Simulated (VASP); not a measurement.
Write the native input for VASP 6.6.1 that does the following.

```yaml
Task: single point
Functional: PBE
Potentials_or_basis: VASP PAW PBE potentials, release 64 (Hg)
Cutoff: 520 eV
k_mesh: 13 × 13 × 12
Occupations: fermi-dirac, width 0.1 eV
Spin: no spin polarisation
Dipole_correction: no
Further_INCAR_settings: ALGO = Normal; EDIFF = 1e-06; NBANDS = 12
```

The structure of Hg lies in POSCAR:

```
Hg
1.0
    3.0238577059      0.0000000000      0.0000000000
   -1.5119288529      2.6187375908      0.0000000000
    0.0000000000      0.0000000000      2.8588151801
Hg
1
Direct
    0.0000000000      0.0000000000      0.0000000000
```

The input as run:

INCAR

```
SYSTEM = Hg
PREC     = Accurate       ! precision mode
ENCUT    = 520            ! plane-wave cutoff, eV
EDIFF    = 1E-6           ! SCF threshold, eV
ISMEAR   = -1             ! smearing method
SIGMA    = 0.1            ! smearing width, eV
LREAL    = .False.        ! projectors in reciprocal space
LASPH    = .True.         ! aspherical terms in the spheres
NELM     = 60             ! most SCF steps
ALGO     = Normal         ! electronic algorithm
ISIF     = 2              ! what is computed and relaxed
LWAVE    = .False.        ! write WAVECAR
LCHARG   = .True.         ! write CHGCAR
GGA      = PE             ! functional
LELF     = .True.         ! ELF
LVHAR    = .True.       
NBANDS   = 12             ! bands
```

KPOINTS

```
Automatic mesh
0
Gamma
  13 13 12
  0 0 0
```

Potentials or basis: VASP PAW PBE potentials, release 64 (Hg).

Command:

```bash
$ cat potpaw_PBE.64/Hg/POTCAR > POTCAR
$ mpirun -np 1 vasp_std > vasp.out
```

It gave:

The pressure is 10.4 GPa. The band gap on the k mesh is zero (bands 6 and 7 overlap by 5.51 eV).

Caveat: the cell stands under pressure; spin-orbit coupling is left out, which moves the levels of the heavy elements.

It took 18 s on 1 thread of Intel(R) Xeon(R) Platinum 8375C CPU @ 2.90GHz (Ice Lake), on a shared host, peak memory 0.17 GiB.
